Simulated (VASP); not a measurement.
# Zr3O (P6_322) in VASP: a series of runs

Zr3O is run at these levels: r2SCAN; tasks: single point.

Program: VASP 6.6.1. These are calculated values, not measurements. Logs are shortened: lines on timing, memory, paths and dates and some standing lists are left out, and cuts for length are marked.

## 1. The cell of the first run

Symmetry: P6_322, No. 182, hexagonal system. The conventional cell has a = 5.652 Å, b = 5.652 Å, c = 5.200 Å, α = 90.00°, β = 90.00°, γ = 120.00°. Within 3.0 Å of Zr (site symmetry 2) lie 2 O at 2.27 Å. Within 3.0 Å of O (site symmetry 32) lie 6 Zr at 2.27 Å.

## 2. Single point, r2SCAN

File POSCAR:

```
Zr3O
1.0
    5.6517170175      0.0000000000      0.0000000000
   -2.8258585088      4.8945305122      0.0000000000
    0.0000000000      0.0000000000      5.2001397400
Zr O
6 2
Direct
    0.3404985600      0.0000000000      0.0000000000
    0.3404985600      0.3404985600      0.5000000000
    0.0000000000      0.3404985600      0.0000000000
    0.6595014400      0.0000000000      0.5000000000
    0.6595014400      0.6595014400      0.0000000000
    0.0000000000      0.6595014400      0.5000000000
    0.3333333333      0.6666666667      0.2500000000
    0.6666666667      0.3333333333      0.7500000000
```

File INCAR.step1:

```
  PREC = Accurate
  ENCUT = 520
  ISMEAR = -1
  SIGMA = 0.1
  LREAL = False
  LASPH = True
  NELM = 100
  NBANDS = 52
  GGA = PE
  ALGO = Normal
  EDIFF = 1E-4
  LWAVE = True
  LCHARG = False
```

File INCAR.step2:

```
  PREC = Accurate
  ENCUT = 520
  EDIFF = 1E-7
  ISMEAR = -1
  SIGMA = 0.1
  LREAL = False
  LASPH = True
  NELM = 100
  ALGO = Normal
  ISIF = 2
  LWAVE = False
  LCHARG = False
  METAGGA = R2SCAN
  LMIXTAU = True
  NBANDS = 52
  ISTART = 1
```

File KPOINTS:

```
Automatic mesh
0
Gamma
  7 7 7
```

Potentials or basis: VASP PAW PBE potentials, release 64 (Zr_sv, O).

On the command line:

```console
cat potpaw_PBE.64/Zr_sv/POTCAR potpaw_PBE.64/O/POTCAR > POTCAR
cp INCAR.step1 INCAR
mpirun -np 1 vasp_std > vasp.out
cp INCAR.step2 INCAR
mpirun -np 1 vasp_std > vasp.out
```

OUTCAR:

```text
PREC = Accurate
   ENCUT = 520
   EDIFF = 1E-7
   ISMEAR = -1
   LREAL = False
   LASPH = True
   NELM = 100
   ISIF = 2
   METAGGA = R2SCAN
   ISTART = 1

 ion  position               nearest neighbor table
   1  0.340  0.000  0.000-   7 2.27   8 2.27   4 3.16   4 3.16   3 3.23   5 3.23   3 3.23   5 3.23
                             6 3.23   6 3.23   2 3.23   2 3.23   5 3.33   3 3.33
   2  0.340  0.340  0.500-   8 2.27   7 2.27   5 3.16   5 3.16   6 3.23   6 3.23   4 3.23   4 3.23
                             3 3.23   3 3.23   1 3.23   1 3.23   4 3.33   6 3.33
   3  0.000  0.340  0.000-   8 2.27   7 2.27   6 3.16   6 3.16   5 3.23   1 3.23   5 3.23   1 3.23
                             2 3.23   2 3.23   4 3.23   4 3.23   1 3.33   5 3.33
   4  0.660  0.000  0.500-   8 2.27   7 2.27   1 3.16   1 3.16   6 3.23   2 3.23   6 3.23   2 3.23
                             3 3.23   3 3.23   5 3.23   5 3.23   2 3.33   6 3.33
   5  0.660  0.660  0.000-   7 2.27   8 2.27   2 3.16   2 3.16   3 3.23   3 3.23   1 3.23   1 3.23
                             6 3.23   6 3.23   4 3.23   4 3.23   1 3.33   3 3.33
   6  0.000  0.660  0.500-   7 2.27   8 2.27   3 3.16   3 3.16   2 3.23   4 3.23   2 3.23   4 3.23
                             5 3.23   5 3.23   1 3.23   1 3.23   4 3.33   2 3.33
   7  0.333  0.667  0.250-   6 2.27   1 2.27   3 2.27   4 2.27   5 2.27   2 2.27
   8  0.667  0.333  0.750-   3 2.27   4 2.27   6 2.27   1 2.27   2 2.27   5 2.27

  LATTYP: Found a hexagonal cell.
 ALAT       =     5.6517170175
 C/A-ratio  =     0.9200990998

  Lattice vectors:

 A1 = (   5.6517170175,   0.0000000000,   0.0000000000)
 A2 = (  -2.8258585088,   4.8945305122,   0.0000000000)
 A3 = (   0.0000000000,   0.0000000000,   5.2001397400)

Analysis of symmetry for initial positions (statically):
=====================================================================
 Subroutine PRICEL returns:
 Original cell was already a primitive cell.

 Routine SETGRP: Setting up the symmetry group for a
 hexagonal supercell.

 Subroutine GETGRP returns: Found 12 space group operations
 (whereof  6 operations were pure point group operations)
 out of a pool of 24 trial point group operations.

The static configuration has the point symmetry D_3 .
 The point group associated with its full space group is D_6 .

Analysis of symmetry for dynamics (positions and initial velocities):
=====================================================================
 Subroutine PRICEL returns:
 Original cell was already a primitive cell.

 Routine SETGRP: Setting up the symmetry group for a
 hexagonal supercell.

 Subroutine GETGRP returns: Found 12 space group operations
 (whereof  6 operations were pure point group operations)
 out of a pool of 24 trial point group operations.

The dynamic configuration has the point symmetry D_3 .
 The point group associated with its full space group is D_6 .

 Subroutine INISYM returns: Found 12 space group operations
 (whereof  6 operations are pure point group operations),
 and found     1 'primitive' translations

----------------------------------------------------------------------------------------

                                     Primitive cell

  volume of cell :     143.8489

  direct lattice vectors                    reciprocal lattice vectors
     5.651717018  0.000000000  0.000000000     0.176937380  0.102154844  0.000000000
    -2.825858509  4.894530512  0.000000000     0.000000000  0.204309688  0.000000000
     0.000000000  0.000000000  5.200139740     0.000000000  0.000000000  0.192302525

  length of vectors
     5.651717018  5.651717018  5.200139740     0.204309688  0.204309688  0.192302525

  position of ions in fractional coordinates (direct lattice)
     0.340498560  0.000000000  0.000000000
     0.340498560  0.340498560  0.500000000
     0.000000000  0.340498560  0.000000000
     0.659501440  0.000000000  0.500000000
     0.659501440  0.659501440  0.000000000
     0.000000000  0.659501440  0.500000000
     0.333333333  0.666666667  0.250000000
     0.666666667  0.333333333  0.750000000

  ion indices of the primitive-cell ions
   primitive index   ion index
                 1           1
                 2           2
                 3           3
                 4           4
                 5           5
                 6           6
                 7           7
                 8           8

----------------------------------------------------------------------------------------

 KPOINTS: Automatic mesh

Automatic generation of k-mesh.
 Grid dimensions read from file:
 generate k-points for:    7    7    7

 Generating k-lattice:

  Cartesian coordinates                     Fractional coordinates (reciprocal lattice)
     0.025276769  0.014593549  0.000000000     0.142857143 -0.000000000  0.000000000
     0.000000000  0.029187098  0.000000000     0.000000000  0.142857143  0.000000000
     0.000000000  0.000000000  0.027471789     0.000000000  0.000000000  0.142857143

  Length of vectors
     0.029187098  0.029187098  0.027471789

  Shift w.r.t. Gamma in fractional coordinates (k-lattice)
     0.000000000  0.000000000  0.000000000

 Subroutine IBZKPT returns following result:
 ===========================================

 Found     32 irreducible k-points:

 Following reciprocal coordinates:
            Coordinates               Weight
  0.000000  0.000000  0.000000      1.000000
  0.142857  0.000000  0.000000      6.000000
  0.285714  0.000000  0.000000      6.000000
  0.428571 -0.000000  0.000000      6.000000
  0.142857  0.142857  0.000000      6.000000
  0.285714  0.142857  0.000000     12.000000
[... 16 lines left out ...]
  0.428571  0.142857  0.285714     12.000000
  0.285714  0.285714  0.285714     12.000000
 [... further k-points ...]
   k-points           NKPTS =     32   k-points in BZ     NKDIM =     32   number of bands    NBANDS=     52
   number of dos      NEDOS =    301   number of ions     NIONS =      8
   total plane-waves  NPLWV =  70560
   dimension x,y,z NGX =    42 NGY =   42 NGZ =   40
   dimension x,y,z NGXF=    84 NGYF=   84 NGZF=   80
   ions per type =               6   2
   NGX,Y,Z   is equivalent  to a cutoff of  12.35, 12.35, 12.79 a.u.
   NGXF,Y,Z  is equivalent  to a cutoff of  24.71, 24.71, 25.58 a.u.
 SYSTEM =  unknown system
   PREC   = accura    normal or accurate (medium, high low for compatibility)
   ISTART =      1    job   : 0-new  1-cont  2-samecut
   ICHARG =      0    charge: 1-file 2-atom 10-const
   ISPIN  =      1    spin polarized calculation?
   LNONCOLLINEAR =      F non collinear calculations
   LSORBIT =      F    spin-orbit coupling
   LASPH  =      T    aspherical Exc in radial PAW
   ENCUT  =  520.0 eV  38.22 Ry    6.18 a.u.  10.51 10.51  9.67*2*pi/ulx,y,z
   NELM   =    100;   NELMIN=  2; NELMDL=  0     # of ELM steps
   EDIFF  = 0.1E-06   stopping-criterion for ELM
   LREAL  =      F    real-space projection
   EDIFFG = 0.1E-05   stopping-criterion for IOM
   NSW    =      0    number of steps for IOM
   IBRION =     -1    ionic relax: 0-MD 1-quasi-New 2-CG
   NFREE  =      0    steps in history (QN), initial steepest desc. (CG)
   ISIF   =      2    stress and relaxation
   ISYM   =      2    0-nonsym 1-usesym 2-fastsym
   POTIM  = 0.5000    time-step for ionic-motion
   TEBEG  =    0.0;   TEEND  =   0.0 temperature during run
   PSTRESS=    0.0 pullay stress
   NELECT =      84.0000    total number of electrons
   NUPDOWN=      -1.0000    fix difference up-down
   EMIN   =  10.00;   EMAX   =-10.00  energy-range for DOS
   EFERMI =   0.00;   METHOD = LEGACY
   ISMEAR =    -1;   SIGMA  =   0.10  broadening in eV -4-tet -1-fermi 0-gaus
   EFERMI_NEDOS =   21; number of points for ismear=-14 and -15
   IALGO  =     38    algorithm
   IMIX   =      4    mixing-type and parameters
     AMIX     =   0.40;   BMIX     =  1.00
     AMIX_MAG =   1.60;   BMIX_MAG =  1.00
  volume/ion in A,a.u.               =      17.98       121.34
  Fermi-wavevector in a.u.,A,eV,Ry     =   1.368356  2.585818 25.475524  1.872398
  Thomas-Fermi vector in A             =   2.494327
   LORBIT       =      0    0 simple, 1 ext, 2 COOP (PROOUT), +10 PAW based schemes
   METAGGA = R2SCAN    functional components
   LHFCALC =     F    Hartree Fock is set to
   AEXX    =    0.0000 exact exchange contribution
   IVDW    =     0    specifies the selected vdW correction
   LEPSILON=     F    determine dielectric tensor
   LRPA    =     F    only Hartree local field effects (RPA)
 non-spin polarized calculation
  energy-cutoff  :      520.00
  volume of cell :      143.85
 maximum number of plane-waves:      3913
 NGX is ok and might be reduce to    42
   NGX = 21   NGY = 21   NGZ = 19

 number of electron      84.0000009 magnetization

 Free energy of the ion-electron system (eV)
  ---------------------------------------------------
  ext. energy  EPLUGINS =         0.00000000
  ---------------------------------------------------
  free energy    TOTEN  =      -160.81350359 eV

  energy without entropy =     -160.64547820  energy(sigma->0) =     -160.72949090

 E-fermi :   9.5993     XC(G=0): -12.3147

 val. band max:        9.5977678314   @ k =   0.1429   0.1429   0.2857
 cond. band min:       9.6149395842   @ k =   0.0000   0.0000   0.0000
 fundamental gap:      0.0171717529
 Fermi energy:         9.5993316865

 k-point     1 :       0.0000    0.0000    0.0000
  band No.  band energies     occupation
      1     -41.0799      2.00000
      2     -40.9240      2.00000
      3     -40.9128      2.00000
      4     -40.9128      2.00000
      5     -40.8977      2.00000
      6     -40.8977      2.00000
[... 44 lines left out ...]
     51      12.3962      0.00000
     52      12.4430      0.00000

 k-point     2 :       0.1429    0.0000    0.0000
  band No.  band energies     occupation
      1     -41.0721      2.00000
      2     -40.9247      2.00000
      3     -40.9218      2.00000
      4     -40.9201      2.00000
      5     -40.8937      2.00000
      6     -40.8926      2.00000
[... 44 lines left out ...]
     51      12.2981      0.00000
     52      12.4430      0.00000

 k-point     3 :       0.2857    0.0000    0.0000
  band No.  band energies     occupation
      1     -41.0505      2.00000
      2     -40.9498      2.00000
      3     -40.9328      2.00000
      4     -40.9124      2.00000
      5     -40.8907      2.00000
      6     -40.8892      2.00000
[... 44 lines left out ...]
     51      12.3260      0.00000
     52      12.6421      0.00000
[... 1046 lines left out ...]
 k-point    23 :       0.4286    0.1429    0.2857
  band No.  band energies     occupation
      1     -40.9855      2.00000
      2     -40.9719      2.00000
      3     -40.9381      2.00000
      4     -40.9192      2.00000
      5     -40.9116      2.00000
      6     -40.9003      2.00000
[... 44 lines left out ...]
     51      12.7006      0.00000
     52      12.9436      0.00000

 k-point    24 :       0.2857    0.2857    0.2857
  band No.  band energies     occupation
      1     -40.9850      2.00000
      2     -40.9621      2.00000
      3     -40.9496      2.00000
      4     -40.9186      2.00000
      5     -40.9089      2.00000
      6     -40.9024      2.00000
[... 44 lines left out ...]
     51      12.7037      0.00000
     52      12.9298      0.00000

 [... further k-points ...]
[... 5 lines left out ...]
  --------------------------------------------------------------------------------------
  -------------------------------------------------------------------------------------
  Total        0.0575008      0.0575008      0.0829925     -0.0000000      0.0000000      0.0000000
  in kB        0.6404395      0.6404395      0.9243643     -0.0000000      0.0000000      0.0000000
  external PRESSURE =       0.7350811 kB  Pullay stress =       0.0000000 kB

 VOLUME and BASIS-vectors are now :
 -----------------------------------------------------------------------------
  energy-cutoff  :      520.00
  volume of cell :      143.85
      direct lattice vectors                 reciprocal lattice vectors
     5.651717018  0.000000000  0.000000000     0.176937380  0.102154844  0.000000000
    -2.825858509  4.894530512  0.000000000     0.000000000  0.204309688  0.000000000
     0.000000000  0.000000000  5.200139740     0.000000000  0.000000000  0.192302525

 POSITION                                       TOTAL-FORCE (eV/Angst)
 -----------------------------------------------------------------------------------
      1.92440      0.00000      0.00000        -0.009753     -0.000000     -0.000000
      0.96220      1.66658      2.60007        -0.004876     -0.008446     -0.000000
     -0.96220      1.66658      0.00000         0.004876     -0.008446      0.000000
      3.72732      0.00000      2.60007         0.009753     -0.000000      0.000000
      1.86366      3.22795      0.00000         0.004876      0.008446      0.000000
     -1.86366      3.22795      2.60007        -0.004876      0.008446      0.000000
     -0.00000      3.26302      1.30003         0.000000     -0.000000      0.000000
      2.82586      1.63151      3.90010         0.000000     -0.000000      0.000000
 -----------------------------------------------------------------------------------
    total drift:                               -0.000001      0.000000     -0.000000

  FREE ENERGIE OF THE ION-ELECTRON SYSTEM (eV)
  ---------------------------------------------------
  free  energy   TOTEN  =      -160.8135035935 eV

  energy  without entropy=     -160.6454782002  energy(sigma->0) =     -160.72949090
```

Wall time 39 min (1 thread of AMD EPYC 7R13, shared host); peak memory 0.35 GiB.

Results:

```
Free energy            : -160.8135 eV
Pressure               : 0.1 GPa
Largest force          : 0.010 eV/Å
Band gap on the k mesh : zero (band 42 reaches 10.30 eV, above the bottom of band 43 at 9.51 eV)
```

Forces on the atoms (eV/Å):
```
Zr  -0.010  0.000  0.000
Zr  -0.005 -0.008  0.000
Zr   0.005 -0.008  0.000
Zr   0.010  0.000  0.000
Zr   0.005  0.008  0.000
Zr  -0.005  0.008  0.000
O    0.000  0.000  0.000
O    0.000  0.000  0.000
```

Levels at points of the mesh, in eV from the Fermi level:
```csv
k point,band 39,band 40,band 41,band 42,band 43,band 44,band 45,band 46
"(0.00, 0.00, 0.00)",-1.13,-1.13,0.02,0.70,0.70,0.88,0.89,0.89
```

Caveat: the PAW data sets were made with another functional, which shifts forces and pressure a little.

## 3. Single point, r2SCAN

This run uses another cell than the first one, of 18.34 Å³/atom, 1.020 times its volume.

File POSCAR:

```
Zr3O
1.0
    5.6891467011      0.0000000000      0.0000000000
   -2.8445733506      4.9269455690      0.0000000000
    0.0000000000      0.0000000000      5.2345787600
Zr O
6 2
Direct
    0.3414481268      0.0000000000      0.0000000000
    0.3414481268      0.3414481268      0.5000000000
    0.0000000000      0.3414481268      0.0000000000
    0.6585518732      0.0000000000      0.5000000000
    0.6585518732      0.6585518732      0.0000000000
    0.0000000000      0.6585518732      0.5000000000
    0.3333333333      0.6666666667      0.2500000000
    0.6666666667      0.3333333333      0.7500000000
```

File INCAR.step1:

```
  PREC = Accurate
  ENCUT = 520
  ISMEAR = -1
  SIGMA = 0.1
  LREAL = F
  LASPH = T
  NELM = 80
  NBANDS = 52
  GGA = PE
  ALGO = Normal
  EDIFF = 1E-4
  LWAVE = T
  LCHARG = F
```

File INCAR.step2:

```
  PREC = Accurate
  ENCUT = 520
  EDIFF = 1E-6
  ISMEAR = -1
  SIGMA = 0.1
  LREAL = F
  LASPH = T
  NELM = 80
  ALGO = Normal
  ISIF = 2
  LWAVE = F
  LCHARG = T
  METAGGA = R2SCAN
  LMIXTAU = T
  LELF = T
  LVHAR = T
  NBANDS = 52
  ISTART = 1
```

File KPOINTS:

```
regular mesh
0
Gamma
  7 7 7
```

Potentials or basis: VASP PAW PBE potentials, release 64 (Zr_sv, O).

On the command line:

```console
cat potpaw_PBE.64/Zr_sv/POTCAR potpaw_PBE.64/O/POTCAR > POTCAR
cp INCAR.step1 INCAR
mpirun -np 1 vasp_std > vasp.out
cp INCAR.step2 INCAR
mpirun -np 1 vasp_std > vasp.out
```

It took 27 min on 1 thread of AMD EPYC 7R13, shared host; peak memory 0.35 GiB.

Results (log left out):

* Free energy: -160.7914 eV
* Pressure: -2.6 GPa
* Largest force: 0.014 eV/Å
* Band gap on the k mesh: zero (band 42 reaches 10.06 eV, above the bottom of band 43 at 9.28 eV)

Forces on the atoms (eV/Å):
```
Zr  -0.014  0.000  0.000
Zr  -0.007 -0.012  0.000
Zr   0.007 -0.012  0.000
Zr   0.014  0.000  0.000
Zr   0.007  0.012  0.000
Zr  -0.007  0.012  0.000
O    0.000  0.000  0.000
O    0.000  0.000  0.000
```

Levels at points of the mesh, in eV from the Fermi level:
| k point | band 40 | band 41 | band 42 | band 43 | band 44 | band 45 |
| --- | --- | --- | --- | --- | --- | --- |
| (0.00, 0.00, 0.00) | -1.13 | -0.02 | 0.69 | 0.69 | 0.87 | 0.87 |

Caveat: the PAW data sets were made with another functional, which shifts forces and pressure a little.
